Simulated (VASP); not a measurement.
Here is a VASP 6.6.1 calculation.

POSCAR

```
YbAl3
1.0
    4.2921000000      0.0000000000      0.0000000000
    0.0000000000      4.2921000000      0.0000000000
    0.0000000000      0.0000000000      4.2921000000
Yb Al
1 3
Direct
    0.0000000000      0.0000000000      0.0000000000
    0.0000000000      0.5000000000      0.5000000000
    0.5000000000      0.5000000000      0.0000000000
    0.5000000000      0.0000000000      0.5000000000
```

The input INCAR.step1:

```
  PREC = Accurate
  ENCUT = 520
  ISMEAR = -1
  SIGMA = 0.1
  LREAL = F
  LASPH = T
  NELM = 100
  NBANDS = 24
  GGA = PE
  ALGO = Normal
  EDIFF = 1E-4
  LWAVE = T
  LCHARG = F
```

File INCAR.step2:

```
  PREC = Accurate
  ENCUT = 520
  EDIFF = 1E-6
  ISMEAR = -1
  SIGMA = 0.1
  LREAL = F
  LASPH = T
  NELM = 100
  ALGO = Normal
  ISIF = 2
  LWAVE = F
  LCHARG = F
  METAGGA = R2SCAN
  LMIXTAU = T
  NBANDS = 24
  ISTART = 1
```

Contents of KPOINTS:

```
regular mesh
0
Gamma
  5 5 5
```

Potentials or basis: VASP PAW PBE potentials, release 64 (Yb, Al).

Run with:

```console
$ cat potpaw_PBE.64/Yb/POTCAR potpaw_PBE.64/Al/POTCAR > POTCAR
$ cp INCAR.step1 INCAR
$ mpirun -np 1 vasp_std > vasp.out
$ cp INCAR.step2 INCAR
$ mpirun -np 1 vasp_std > vasp.out
```

(1) Estimate the pressure.

Answers

(1) -3.9 GPa.

Caveat: the PAW data sets were made with another functional, which shifts forces and pressure a little.
